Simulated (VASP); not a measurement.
B5H9: single point with r2SCAN

Crystal: B5H9.

```
B H
1.0
    -3.62569    3.62569    2.67095
     3.62569   -3.62569    2.67095
     3.62569    3.62569   -2.67095
B H
5 9
Direct
  0.22897 0.22897 0.00000
  0.01899 0.19315 0.17416
  0.19315 0.01899 0.17416
  0.01899 0.84483 0.82584
  0.84483 0.01899 0.82584
  0.04438 0.38047 0.33609
  0.38047 0.04438 0.33609
  0.04438 0.70829 0.66391
  0.70829 0.04438 0.66391
  0.45028 0.45028 0.00000
  0.98243 0.98243 0.26272
  0.98243 0.71971 0.00000
  0.71971 0.71971 0.73728
  0.71971 0.98243 0.00000
```

```
Program             : VASP 6.6.1
Task                : single point
Functional          : r2SCAN
Potentials or basis : VASP PAW PBE potentials, release 64 (B, H)
Cutoff              : 520 eV
k mesh              : 6 × 6 × 6
Occupations         : fermi-dirac, width 0.02 eV
Spin                : no spin polarisation
```

```yaml
Pressure: 0.0 GPa
Largest_force: 0.026 eV/Å
Band_gap_on_the_k_mesh: 6.13 eV, indirect (least direct gap 6.34 eV)
```

Forces in eV/Å, atoms in the order of the input:
```
B    0.000  0.000  0.026
B    0.021  0.000  0.002
B    0.000  0.021  0.002
B   -0.021  0.000  0.002
B    0.000 -0.021  0.002
H    0.023  0.000  0.001
H    0.000  0.023  0.001
H   -0.023  0.000  0.001
H    0.000 -0.023  0.001
H    0.000  0.000  0.025
H    0.005  0.005 -0.015
H   -0.005  0.005 -0.015
H   -0.005 -0.005 -0.015
H    0.005 -0.005 -0.015
```

Levels at points of the mesh, in eV from the valence-band top:
```tsv
k point	band 9	band 10	band 11	band 12	band 13	band 14	band 15	band 16
(0.00, 0.00, 0.00)	-1.57	-1.57	-0.21	-0.21	6.13	7.24	7.24	7.50
(0.50, 0.00, 0.00)	-1.48	-1.04	-0.30	-0.24	6.56	7.18	7.64	8.02
(0.50, 0.50, 0.00)	-1.83	-1.73	-0.28	-0.04	7.01	7.64	7.77	8.25
(0.50, 0.50, 0.50)	-1.35	-1.35	0.00	0.00	7.41	7.53	7.53	7.91
```

It took 3.6 min on 1 thread of Intel(R) Xeon(R) Platinum 8481C CPU @ 2.70GHz (Sapphire Rapids), with other jobs on the host, peak memory 0.39 GiB.

Caveat: the PAW data sets were made with another functional, which shifts forces and pressure a little. A k mesh can miss the band edges.
